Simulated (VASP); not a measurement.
## RbCaH3: single point with LDA

Crystal: RbCaH3.

```
Rb Ca H
1.0
     4.77405   -0.95481   -0.95481
    -0.95481    4.77405   -0.95481
    -0.95481   -0.95481    4.77405
Rb Ca H
1 1 3
Direct
  0.00000 0.00000 0.00000
  0.50000 0.50000 0.50000
  0.00000 0.50000 0.50000
  0.50000 0.00000 0.50000
  0.50000 0.50000 0.00000
```

This cell differs from its parent crystal: ratio of the length along [111] to the lengths across it x 0.5, volume and fractional coordinates fixed.

```json
{
 "Program": "VASP 6.6.1",
 "Task": "single point",
 "Functional": "LDA",
 "Potentials or basis": "VASP PAW LDA potentials, release 64 (Rb_sv, Ca_sv, H)",
 "Cutoff": "520 eV",
 "k mesh": "6 × 6 × 6",
 "Occupations": "gaussian, width 0.05 eV",
 "Spin": "no spin polarisation",
 "Dipole correction": "no",
 "Further INCAR settings": "ALGO = Normal; EDIFF = 1e-06; NBANDS = 19"
}
```

The pressure is 1.5 GPa and the band gap on the k mesh is 0.76 eV, indirect (least direct gap 1.12 eV).

Stress tensor (GPa, compression positive):
```
 1.46 12.92 12.92
12.92  1.46 12.92
12.92 12.92  1.46
```

Levels at points of the mesh, in eV from the valence-band top:
```
           k point  band 7  band 8  band 9  band 10  band 11  band 12  band 13  band 14  band 15  band 16
(0.00, 0.00, 0.00)  -12.41  -12.41   -4.26    -1.61    -1.61     1.57     1.57     1.60     5.82     5.82
(0.50, 0.00, 0.00)  -12.54  -12.50   -2.81    -2.11    -1.19     2.91     2.97     3.08     3.25     3.29
(0.50, 0.00, 0.50)  -12.50  -12.43   -2.64    -2.25    -0.36     0.76     1.07     1.58     2.92     3.35
(0.50, 0.50, 0.50)  -12.55  -12.55   -2.35    -2.35     0.00     1.95     1.95     2.60     3.16     3.16
```

Wall time 26 s on 1 thread of Intel(R) Xeon(R) 6975P-C (Granite Rapids) (shared host), peak memory 0.23 GiB.

 A k mesh can miss the band edges.
